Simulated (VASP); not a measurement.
A run of VASP 6.6.1:

INCAR

```
PREC = Accurate
ENCUT = 520
EDIFF = 1E-7
ISMEAR = 0
SIGMA = 0.2
LREAL = F
LASPH = T
NELM = 150
ALGO = Normal
ISIF = 2
LWAVE = F
LCHARG = F
ISPIN = 2
MAGMOM = 3.12 3.12 0.69 0.69 0.72 0.72 0.72 0.72
LORBIT = 11
LMAXMIX = 4
GGA = PE
NBANDS = 52
KPAR = 4
```

File KPOINTS:

```
Automatic mesh
0
Gamma
  6 6 4
```

Contents of POSCAR:

```
FeNi3
1.0
    1.7733221642     -1.7741806367     -3.5382651460
    1.7730147770     -1.7743825768      3.5380906900
   -3.5407947235     -3.5431672971      0.0000548594
Fe Ni
2 6
Direct
    0.5001081681      0.4999044890      0.4999880547
   -0.0001386142      0.0000266748     -0.0000178115
    0.9999442206      1.0000347895      0.5000413634
    0.5000701007      0.4999685771      0.0000063375
    0.4999050713      0.9999919885      0.7499724978
    1.0000816033      0.5000599806      0.2499987475
    1.0000823957      0.5000603548      0.7499972321
    0.4999470545      0.9999531457      0.2500135787
```

Potentials or basis: VASP PAW PBE potentials, release 64 (Fe, Ni).

The run is started by

```sh
$ cat potpaw_PBE.64/Fe/POTCAR potpaw_PBE.64/Ni/POTCAR > POTCAR
$ mpirun -np 4 vasp_std > vasp.out
```

Hardware: 4 MPI ranks on Intel(R) Xeon(R) Platinum 8259CL CPU @ 2.50GHz (Skylake/Cascade Lake) (shared host).

Q: Estimate the wall time of this run.

A: Run time: 6.6 min on 4 MPI ranks on Intel(R) Xeon(R) Platinum 8259CL CPU @ 2.50GHz (Skylake/Cascade Lake) (shared host), peak memory 0.57 GiB a rank. Counts: scf iterations 25, k points 76.
